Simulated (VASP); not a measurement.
# Ag (P6_3/mmc) in VASP: further runs

Runs on Ag. Level: PBE. Tasks: single point.

Program: VASP 6.6.1. These are calculated values, not measurements. Logs are shortened: lines on timing, memory, paths and dates and some standing lists are left out, and cuts for length are marked.

## Step 1: The cell of the first run

The structure is hexagonal, space group P6_3/mmc (No. 194). Conventional cell: a = 2.827 Å, b = 2.827 Å, c = 9.796 Å, α = 90.00°, β = 90.00°, γ = 120.00°. Ag (site symmetry -3m) has 12 Ag at 2.83 to 2.94 Å within 3.7 Å. Ag (site symmetry -6m2) has 12 Ag at 2.83 to 2.94 Å within 3.7 Å.

## Step 2: Single point, PBE

Input file INCAR:

```
  PREC = Accurate
  ENCUT = 520
  EDIFF = 1E-7
  ISMEAR = -1
  SIGMA = 0.05
  LREAL = False
  LASPH = True
  NELM = 100
  ALGO = Normal
  ISIF = 2
  LWAVE = False
  LCHARG = False
  GGA = PE
  NBANDS = 30
```

Input file KPOINTS:

```
regular mesh
0
Gamma
  11 11 3
```

Input file POSCAR:

```
Ag
1.0
    2.8272814270      0.0000000000      0.0000000000
   -1.4136407135      2.4484975394      0.0000000000
    0.0000000000      0.0000000000      9.7958610872
Ag
4
Direct
    0.0000000000      0.0000000000      0.5000000000
    0.0000000000      0.0000000000      0.0000000000
    0.6666666667      0.3333333333      0.7500000000
    0.3333333333      0.6666666667      0.2500000000
```

Potentials or basis: VASP PAW PBE potentials, release 64 (Ag).

Started as:

```console
$ cat potpaw_PBE.64/Ag/POTCAR > POTCAR
$ mpirun -np 1 vasp_std > vasp.out
```

OUTCAR:

```text
PREC = Accurate
   ENCUT = 520
   EDIFF = 1E-7
   ISMEAR = -1
   LREAL = False
   LASPH = True
   NELM = 100
   ISIF = 2
   GGA = PE

 ion  position               nearest neighbor table
   1  0.000  0.000  0.500-   3 2.94   4 2.94   4 2.94   3 2.94   3 2.94   4 2.94
   2  0.000  0.000  0.000-   3 2.94   4 2.94   4 2.94   3 2.94   3 2.94   4 2.94
   3  0.667  0.333  0.750-   1 2.94   2 2.94   1 2.94   2 2.94   1 2.94   2 2.94
   4  0.333  0.667  0.250-   1 2.94   2 2.94   1 2.94   2 2.94   1 2.94   2 2.94

  LATTYP: Found a hexagonal cell.
 ALAT       =     2.8272814270
 C/A-ratio  =     3.4647633566

  Lattice vectors:

 A1 = (   2.8272814270,   0.0000000000,   0.0000000000)
 A2 = (  -1.4136407135,   2.4484975394,   0.0000000000)
 A3 = (   0.0000000000,   0.0000000000,   9.7958610872)

Analysis of symmetry for initial positions (statically):
=====================================================================
 Subroutine PRICEL returns:
 Original cell was already a primitive cell.

 Routine SETGRP: Setting up the symmetry group for a
 hexagonal supercell.

 Subroutine GETGRP returns: Found 24 space group operations
 (whereof 12 operations were pure point group operations)
 out of a pool of 24 trial point group operations.

The static configuration has the point symmetry D_3d.
 The point group associated with its full space group is D_6h.

Analysis of symmetry for dynamics (positions and initial velocities):
=====================================================================
 Subroutine PRICEL returns:
 Original cell was already a primitive cell.

 Routine SETGRP: Setting up the symmetry group for a
 hexagonal supercell.

 Subroutine GETGRP returns: Found 24 space group operations
 (whereof 12 operations were pure point group operations)
 out of a pool of 24 trial point group operations.

The dynamic configuration has the point symmetry D_3d.
 The point group associated with its full space group is D_6h.

 Subroutine INISYM returns: Found 24 space group operations
 (whereof 12 operations are pure point group operations),
 and found     1 'primitive' translations

----------------------------------------------------------------------------------------

                                     Primitive cell

  volume of cell :      67.8127

  direct lattice vectors                    reciprocal lattice vectors
     2.827281427  0.000000000  0.000000000     0.353696661  0.204206862  0.000000000
    -1.413640713  2.448497539  0.000000000     0.000000000  0.408413725  0.000000000
     0.000000000  0.000000000  9.795861087     0.000000000  0.000000000  0.102083930

  length of vectors
     2.827281427  2.827281427  9.795861087     0.408413725  0.408413725  0.102083930

  position of ions in fractional coordinates (direct lattice)
     0.000000000  0.000000000  0.500000000
     0.000000000  0.000000000  0.000000000
     0.666666667  0.333333333  0.750000000
     0.333333333  0.666666667  0.250000000

  ion indices of the primitive-cell ions
   primitive index   ion index
                 1           1
                 2           2
                 3           3
                 4           4

----------------------------------------------------------------------------------------

 KPOINTS: regular mesh

Automatic generation of k-mesh.
 Grid dimensions read from file:
 generate k-points for:   11   11    3

 Generating k-lattice:

  Cartesian coordinates                     Fractional coordinates (reciprocal lattice)
     0.032154242  0.018564260  0.000000000     0.090909091 -0.000000000  0.000000000
     0.000000000  0.037128520  0.000000000     0.000000000  0.090909091  0.000000000
     0.000000000  0.000000000  0.034027977     0.000000000  0.000000000  0.333333333

  Length of vectors
     0.037128520  0.037128520  0.034027977

  Shift w.r.t. Gamma in fractional coordinates (k-lattice)
     0.000000000  0.000000000  0.000000000

 Subroutine IBZKPT returns following result:
 ===========================================

 Found     32 irreducible k-points:

 Following reciprocal coordinates:
            Coordinates               Weight
  0.000000  0.000000  0.000000      1.000000
  0.090909  0.000000  0.000000      6.000000
  0.181818  0.000000  0.000000      6.000000
  0.272727  0.000000  0.000000      6.000000
  0.363636  0.000000  0.000000      6.000000
  0.454545  0.000000  0.000000      6.000000
[... 16 lines left out ...]
  0.090909  0.090909  0.333333     12.000000
  0.181818  0.090909  0.333333     24.000000
 [... further k-points ...]
   k-points           NKPTS =     32   k-points in BZ     NKDIM =     32   number of bands    NBANDS=     30
   number of dos      NEDOS =    301   number of ions     NIONS =      4
   total plane-waves  NPLWV =  46080
   dimension x,y,z NGX =    24 NGY =   24 NGZ =   80
   dimension x,y,z NGXF=    48 NGYF=   48 NGZF=  160
   ions per type =               4
   NGX,Y,Z   is equivalent  to a cutoff of  14.11, 14.11, 13.58 a.u.
   NGXF,Y,Z  is equivalent  to a cutoff of  28.22, 28.22, 27.15 a.u.
 SYSTEM =  unknown system
   PREC   = accura    normal or accurate (medium, high low for compatibility)
   ISTART =      0    job   : 0-new  1-cont  2-samecut
   ICHARG =      2    charge: 1-file 2-atom 10-const
   ISPIN  =      1    spin polarized calculation?
   LNONCOLLINEAR =      F non collinear calculations
   LSORBIT =      F    spin-orbit coupling
   LASPH  =      T    aspherical Exc in radial PAW
   ENCUT  =  520.0 eV  38.22 Ry    6.18 a.u.   5.26  5.26 18.21*2*pi/ulx,y,z
   NELM   =    100;   NELMIN=  2; NELMDL= -5     # of ELM steps
   EDIFF  = 0.1E-06   stopping-criterion for ELM
   LREAL  =      F    real-space projection
   EDIFFG = 0.1E-05   stopping-criterion for IOM
   NSW    =      0    number of steps for IOM
   IBRION =     -1    ionic relax: 0-MD 1-quasi-New 2-CG
   NFREE  =      0    steps in history (QN), initial steepest desc. (CG)
   ISIF   =      2    stress and relaxation
   ISYM   =      2    0-nonsym 1-usesym 2-fastsym
   POTIM  = 0.5000    time-step for ionic-motion
   TEBEG  =    0.0;   TEEND  =   0.0 temperature during run
   PSTRESS=    0.0 pullay stress
   NELECT =      44.0000    total number of electrons
   NUPDOWN=      -1.0000    fix difference up-down
   EMIN   =  10.00;   EMAX   =-10.00  energy-range for DOS
   EFERMI =   0.00;   METHOD = LEGACY
   ISMEAR =    -1;   SIGMA  =   0.05  broadening in eV -4-tet -1-fermi 0-gaus
   EFERMI_NEDOS =   21; number of points for ismear=-14 and -15
   IALGO  =     38    algorithm
   IMIX   =      4    mixing-type and parameters
     AMIX     =   0.40;   BMIX     =  1.00
     AMIX_MAG =   1.60;   BMIX_MAG =  1.00
  volume/ion in A,a.u.               =      16.95       114.41
  Fermi-wavevector in a.u.,A,eV,Ry     =   1.417279  2.678269 27.329738  2.008679
  Thomas-Fermi vector in A             =   2.538526
   LORBIT       =      0    0 simple, 1 ext, 2 COOP (PROOUT), +10 PAW based schemes
   GGA     = PE    functional components
   LHFCALC =     F    Hartree Fock is set to
   AEXX    =    0.0000 exact exchange contribution
   IVDW    =     0    specifies the selected vdW correction
   LEPSILON=     F    determine dielectric tensor
   LRPA    =     F    only Hartree local field effects (RPA)
 non-spin polarized calculation
  energy-cutoff  :      520.00
  volume of cell :       67.81
 maximum number of plane-waves:      1842
 NGX is ok and might be reduce to    24
   NGX = 11   NGY = 11   NGZ = 37

 number of electron      44.0000005 magnetization

 Free energy of the ion-electron system (eV)
  ---------------------------------------------------
  ext. energy  EPLUGINS =         0.00000000
  ---------------------------------------------------
  free energy    TOTEN  =       -10.76922195 eV

  energy without entropy =      -10.75494996  energy(sigma->0) =      -10.76208596

 E-fermi :   8.5848     XC(G=0): -12.2414

 val. band max:        8.5069212966   @ k =   0.1818   0.1818   0.3333
 cond. band min:       8.6039811440   @ k =   0.2727   0.0909   0.3333
 fundamental gap:      0.0970598474
 Fermi energy:         8.5848008344

 k-point     1 :       0.0000    0.0000    0.0000
  band No.  band energies     occupation
      1       0.6982      2.00000
      2       1.9175      2.00000
      3       1.9179      2.00000
      4       2.0049      2.00000
      5       3.4311      2.00000
      6       3.6901      2.00000
[... 22 lines left out ...]
     29      24.4764      0.00000
     30      25.4559      0.00000

 k-point     2 :       0.0909    0.0000    0.0000
  band No.  band energies     occupation
      1       0.9399      2.00000
      2       2.1286      2.00000
      3       2.1317      2.00000
      4       2.1622      2.00000
      5       3.4697      2.00000
      6       3.5231      2.00000
[... 22 lines left out ...]
     29      24.3523      0.00000
     30      24.7761      0.00000

 k-point     3 :       0.1818    0.0000    0.0000
  band No.  band energies     occupation
      1       1.5914      2.00000
      2       2.4585      2.00000
      3       2.5895      2.00000
      4       2.6290      2.00000
      5       3.1726      2.00000
      6       3.2872      2.00000
[... 22 lines left out ...]
     29      22.4982      0.00000
     30      22.5099      0.00000

 k-point     4 :       0.2727    0.0000    0.0000
  band No.  band energies     occupation
      1       2.2297      2.00000
      2       2.4431      2.00000
      3       2.5603      2.00000
      4       2.7413      2.00000
      5       2.9818      2.00000
      6       3.0213      2.00000
[... 616 lines left out ...]
     29      17.9013      0.00000
     30      19.0683      0.00000

 k-point    23 :       0.0909    0.0909    0.3333
  band No.  band energies     occupation
      1       1.5673      2.00000
      2       2.0285      2.00000
      3       2.4695      2.00000
      4       2.5584      2.00000
      5       3.2818      2.00000
      6       3.3573      2.00000
[... 22 lines left out ...]
     29      23.0263      0.00000
     30      23.3323      0.00000

 k-point    24 :       0.1818    0.0909    0.3333
  band No.  band energies     occupation
      1       2.2347      2.00000
      2       2.4921      2.00000
      3       2.7308      2.00000
      4       2.8682      2.00000
      5       3.1274      2.00000
      6       3.2290      2.00000
[... 22 lines left out ...]
     29      21.5663      0.00000
     30      22.1427      0.00000

 [... further k-points ...]

------------------------ aborting loop because EDIFF is reached ----------------------------------------

  FORCE on cell =-STRESS in cart. coord.  units (eV):
  Direction    XX          YY          ZZ          XY          YZ          ZX
  --------------------------------------------------------------------------------------
  -------------------------------------------------------------------------------------
  Total        3.1942449      3.1942449      0.8565689      0.0000000      0.0000000      0.0000000
  in kB       75.4688039     75.4688039     20.2377180      0.0000000      0.0000000      0.0000000
  external PRESSURE =      57.0584419 kB  Pullay stress =       0.0000000 kB

 VOLUME and BASIS-vectors are now :
 -----------------------------------------------------------------------------
  energy-cutoff  :      520.00
  volume of cell :       67.81
      direct lattice vectors                 reciprocal lattice vectors
     2.827281427  0.000000000  0.000000000     0.353696661  0.204206862  0.000000000
    -1.413640713  2.448497539  0.000000000     0.000000000  0.408413725  0.000000000
     0.000000000  0.000000000  9.795861087     0.000000000  0.000000000  0.102083930

 POSITION                                       TOTAL-FORCE (eV/Angst)
 -----------------------------------------------------------------------------------
      0.00000      0.00000      4.89793         0.000000      0.000000      0.000000
      0.00000      0.00000      0.00000         0.000000      0.000000      0.000000
      1.41364      0.81617      7.34690        -0.000000      0.000000     -0.000000
     -0.00000      1.63233      2.44897         0.000000     -0.000000      0.000000
 -----------------------------------------------------------------------------------
    total drift:                               -0.000000      0.000000     -0.000000

  FREE ENERGIE OF THE ION-ELECTRON SYSTEM (eV)
  ---------------------------------------------------
  free  energy   TOTEN  =       -10.7692219538 eV

  energy  without entropy=      -10.7549499597  energy(sigma->0) =      -10.76208596
```

Wall time 32 s (1 thread of Intel Xeon 6975P-C (Granite Rapids), shared host); peak memory 0.21 GiB.

What came out:

* Free energy: -10.7692 eV
* Pressure: 5.7 GPa
* Band gap on the k mesh: zero (band 22 reaches 11.51 eV, above the bottom of band 23 at 5.37 eV)

Stress tensor (GPa, compression positive):
```
7.55 0.00 0.00
0.00 7.55 0.00
0.00 0.00 2.02
```

## Step 3: Single point, PBE

This run uses another cell than the first one, of 17.31 Å³/atom, 1.021 times its volume.

Input file INCAR:

```
SYSTEM = Ag
PREC     = Accurate       ! precision mode
ENCUT    = 520            ! plane-wave cutoff, eV
EDIFF    = 1E-7           ! SCF threshold, eV
ISMEAR   = -1             ! smearing method
SIGMA    = 0.05           ! smearing width, eV
LREAL    = .False.        ! projectors in reciprocal space
LASPH    = .True.         ! aspherical terms in the spheres
NELM     = 100            ! most SCF steps
ALGO     = Normal         ! electronic algorithm
ISIF     = 2              ! what is computed and relaxed
LWAVE    = .False.        ! write WAVECAR
LCHARG   = .False.        ! write CHGCAR
GGA      = PE             ! functional
NBANDS   = 30             ! bands
```

Input file KPOINTS:

```
regular mesh
0
Gamma
  11 11 3
  0 0 0
```

Input file POSCAR:

```
Ag
1.0
    2.8471925156      0.0000000000      0.0000000000
   -1.4235962578      2.4657410479      0.0000000000
    0.0000000000      0.0000000000      9.8648482973
Ag
4
Direct
    0.0000000000      0.0000000000      0.5000000000
    0.0000000000      0.0000000000      0.0000000000
    0.6666666667      0.3333333333      0.7500000000
    0.3333333333      0.6666666667      0.2500000000
```

Potentials or basis: VASP PAW PBE potentials, release 64 (Ag).

Started as:

```console
$ cat potpaw_PBE.64/Ag/POTCAR > POTCAR
$ mpirun -np 1 vasp_std > vasp.out
```

It took 31 s on 1 thread of Intel Xeon 6975P-C (Granite Rapids), shared host; peak memory 0.22 GiB.

It converged, with:

- Free energy: -10.8102 eV
- Pressure: 3.3 GPa
- Band gap on the k mesh: zero (band 22 reaches 11.17 eV, above the bottom of band 23 at 5.10 eV)

Stress tensor (GPa, compression positive):
```
4.91 0.00 0.00
0.00 4.91 0.00
0.00 0.00 0.02
```

Levels at points of the mesh, in eV from the Fermi level:
```tsv
k point	band 18	band 19	band 20	band 21	band 22	band 23	band 24	band 25	band 26	band 27
(0.00, 0.00, 0.00)	-3.59	-3.59	-3.47	-3.47	-3.13	-3.13	-0.83	2.68	9.72	9.73
```

## Step 4: Single point, PBE

This run uses another cell than the first one, of 17.67 Å³/atom, 1.043 times its volume.

Input file INCAR:

```
PREC = Accurate
ENCUT = 520
EDIFF = 1E-7
ISMEAR = -1
SIGMA = 0.05
LREAL = F
LASPH = T
NELM = 60
ALGO = Fast
ISIF = 2
LWAVE = F
LCHARG = T
GGA = PE
LELF = T
LVHAR = T
NBANDS = 30
```

Input file KPOINTS:

```
regular mesh
0
Gamma
  11 11 3
```

Input file POSCAR:

```
Ag
1.0
    2.8668289465      0.0000000000      0.0000000000
   -1.4334144733      2.4827466960      0.0000000000
    0.0000000000      0.0000000000      9.9328838838
Ag
4
Direct
    0.0000000000      0.0000000000      0.5000000000
    0.0000000000      0.0000000000      0.0000000000
    0.6666666667      0.3333333333      0.7500000000
    0.3333333333      0.6666666667      0.2500000000
```

Started as:

```console
$ cat potpaw_PBE.64/Ag/POTCAR > POTCAR
$ mpirun -np 1 vasp_std > vasp.out
```

It took 42 s on 1 thread of Intel Xeon 6975P-C (Granite Rapids), shared host; peak memory 0.22 GiB.

Results (log left out):

```yaml
Free_energy: -10.8308 eV
Pressure: 1.2 GPa
Band_gap_on_the_k_mesh: zero (band 22 reaches 10.84 eV, above the bottom of band 23 at 4.83 eV)
```

Stress tensor (GPa, compression positive):
```
 2.61  0.00  0.00
 0.00  2.61  0.00
 0.00  0.00 -1.72
```

Levels at points of the mesh, in eV from the Fermi level:
```tsv
k point	band 18	band 19	band 20	band 21	band 22	band 23	band 24	band 25	band 26	band 27
(0.00, 0.00, 0.00)	-3.56	-3.56	-3.44	-3.44	-3.12	-3.12	-0.76	2.58	9.58	9.59
```

## Step 5: Single point, PBE

This run uses another cell than the first one, of 18.04 Å³/atom, 1.064 times its volume.

Input file INCAR:

```
ALGO = Fast
EDIFF = 1E-6
ENCUT = 520
GGA = PE
ISIF = 2
ISMEAR = -1
LASPH = True
LCHARG = True
LELF = True
LREAL = False
LVHAR = True
LWAVE = False
NBANDS = 30
NELM = 80
PREC = Accurate
SIGMA = 0.05
```

Input file KPOINTS:

```
k-points
0
Gamma
  11 11 3
```

Input file POSCAR:

```
Ag
1.0
    2.8862000000      0.0000000000      0.0000000000
   -1.4431000000      2.4995225204      0.0000000000
    0.0000000000      0.0000000000     10.0000000000
Ag
4
Direct
    0.0000000000      0.0000000000      0.5000000000
    0.0000000000      0.0000000000      0.0000000000
    0.6666666667      0.3333333333      0.7500000000
    0.3333333333      0.6666666667      0.2500000000
```

Started as:

```console
$ cat potpaw_PBE.64/Ag/POTCAR > POTCAR
$ mpirun -np 1 vasp_std > vasp.out
```

Run time: 39 s. Hardware: 1 thread of Intel Xeon 6975P-C (Granite Rapids), shared host; peak memory 0.22 GiB.

It converged, with:

```
Free energy            : -10.8336 eV
Pressure               : -0.6 GPa
Band gap on the k mesh : zero (band 22 reaches 10.52 eV, above the bottom of band 23 at 4.58 eV)
```

Stress tensor (GPa, compression positive):
```
 0.66  0.00  0.00
 0.00  0.66  0.00
 0.00  0.00 -3.19
```

Levels at points of the mesh, in eV from the Fermi level:
```csv
k point,band 18,band 19,band 20,band 21,band 22,band 23,band 24,band 25,band 26,band 27
"(0.00, 0.00, 0.00)",-3.53,-3.53,-3.42,-3.42,-3.10,-3.10,-0.69,2.49,9.45,9.45
```

## Step 6: Single point, PBE

This run uses another cell than the first one, of 18.04 Å³/atom, 1.064 times its volume.

Input file INCAR:

```
SYSTEM = Ag
PREC = Accurate
ENCUT = 520
EDIFF = 1E-6
ISMEAR = -1
SIGMA = 0.05
LREAL = .False.
LASPH = .True.
NELM = 100
ALGO = Fast
ISIF = 2
LWAVE = .False.
LCHARG = .True.
GGA = PE
LELF = .True.
LVHAR = .True.
NBANDS = 30
```

Input file KPOINTS:

```
regular mesh
0
Gamma
  11 11 3
  0 0 0
```

POSCAR is that of step 5.

Potentials or basis: VASP PAW PBE potentials, release 64 (Ag).

Started as:

```console
$ cat potpaw_PBE.64/Ag/POTCAR > POTCAR
$ mpirun -np 1 vasp_std > vasp.out
```

Wall time 30 s (1 thread of Intel Xeon 6975P-C (Granite Rapids), shared host); peak memory 0.22 GiB.

It converged, with:

* Free energy: -10.8336 eV
* Pressure: -0.6 GPa
* Band gap on the k mesh: zero (band 22 reaches 10.52 eV, above the bottom of band 23 at 4.58 eV)

Stress tensor (GPa, compression positive):
```
 0.66  0.00  0.00
 0.00  0.66  0.00
 0.00  0.00 -3.19
```

Levels at points of the mesh, in eV from the Fermi level:
```tsv
k point	band 18	band 19	band 20	band 21	band 22	band 23	band 24	band 25	band 26	band 27
(0.00, 0.00, 0.00)	-3.53	-3.53	-3.42	-3.42	-3.10	-3.10	-0.69	2.49	9.45	9.45
```

## Step 7: The runs side by side

```csv
cell,gap on the mesh (eV),pressure (GPa)
"a = 2.827, b = 2.827, c = 9.796 Å, angles 90.0, 90.0, 120.0°, 4 atoms",none,5.7
"a = 2.847, b = 2.847, c = 9.865 Å, angles 90.0, 90.0, 120.0°, 4 atoms",none,3.3
"a = 2.867, b = 2.867, c = 9.933 Å, angles 90.0, 90.0, 120.0°, 4 atoms",none,1.2
"a = 2.886, b = 2.886, c = 10.000 Å, angles 90.0, 90.0, 120.0°, 4 atoms",none,-0.6
```

Alike in all rows: task single point; level PBE; potentials or basis VASP PAW PBE potentials, release 64 (Ag); no spin polarisation; k mesh 11 × 11 × 3; cutoff (eV) 520; smearing fermi-dirac 0.05 eV.

Total energies depend on the potentials used, so only differences within one code and one set of settings carry meaning.
